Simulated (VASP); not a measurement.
The system is Be.

```
Be
1.0
     2.23274    0.00000    0.00000
     0.00000    2.23274    0.00000
     0.00000    0.00000    2.06565
Be
1
Direct
  0.50000 0.50000 0.00000
```

Base run:

* Program: VASP 6.6.1
* Functional: PBEsol
* Potentials or basis: VASP PAW PBE potentials, release 64 (Be)
* Cutoff: 520 eV
* k mesh: 12 × 12 × 13
* Occupations: fermi-dirac, width 0.05 eV
* Spin: no spin polarisation

Its results: band gap on the k mesh zero (band 1 reaches 9.29 eV, above the bottom of band 2 at 2.49 eV); pressure -0.4 GPa.

Q: The run is repeated on the same cell with these changes: functional from PBEsol to LDA; potentials or basis from VASP PAW PBE potentials, release 64 (Be) to VASP PAW LDA potentials, release 64 (Be). What comes out?

A: Band gap on the k mesh zero (band 1 reaches 8.96 eV, above the bottom of band 2 at 2.36 eV); pressure -3.1 GPa.

Caveats: the PAW data sets were made with another functional, which shifts forces and pressure a little (some runs).
